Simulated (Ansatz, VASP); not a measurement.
## One calculation of Ba, two programs

Contents of INCAR:

```
SYSTEM = Ba
ALGO = Normal ; EDIFF = 1E-6
ENCUT = 520 ; GGA = PE
ISIF = 2 ; ISMEAR = 0
LASPH = .True. ; LCHARG = .False.
LREAL = .False. ; LWAVE = .False.
NBANDS = 11 ; NELM = 100
PREC = Accurate ; SIGMA = 0.05
```

File KPOINTS:

```
k-points
0
Gamma
  10 10 10
  0 0 0
```

Contents of POSCAR:

```
Ba
1.0
   -2.5100000000      2.5100000000      2.5100000000
    2.5100000000     -2.5100000000      2.5100000000
    2.5100000000      2.5100000000     -2.5100000000
Ba
1
Direct
    0.0000000000      0.0000000000      0.0000000000
```

Input for Ansatz:

```yaml
crystal:
  lattice:
    - [-2.51, 2.51, 2.51]
    - [2.51, -2.51, 2.51]
    - [2.51, 2.51, -2.51]
  atoms:
    - { symbol: Ba, position: [0.0, 0.0, 0.0] }
basis:
  ecutwfc: 420
  ecutrho_ratio: 4
kpoints:
  mp_grid: { grid: [10, 10, 10] }
hamiltonian:
  xc: pbe
scf:
  occupations: { method: gaussian, width: 0.05 }
output:
  forces: true
  stress: true
  eigenvalues: true
```

Alike in both runs: task single point; functional PBE; k mesh 10 × 10 × 10; occupations gaussian, width 0.05 eV; no spin polarisation.

```csv
,VASP,Ansatz
version,VASP 6.6.1,Ansatz 0.2.0
potentials or method,"VASP PAW PBE potentials, release 64 (Ba_sv), cutoff 520 eV","scalar-relativistic, plane waves, PAW"
valence electrons in the cell,10,10
```

```tsv
	VASP	Ansatz	Ansatz less VASP
gap on the k mesh at the Fermi level (eV)	none	none	-
pressure (GPa)	0.1	0.0	-0.05
```

A gap of «none» marks a metal or a gap that the smearing closes.

Spin-orbit coupling is off throughout.
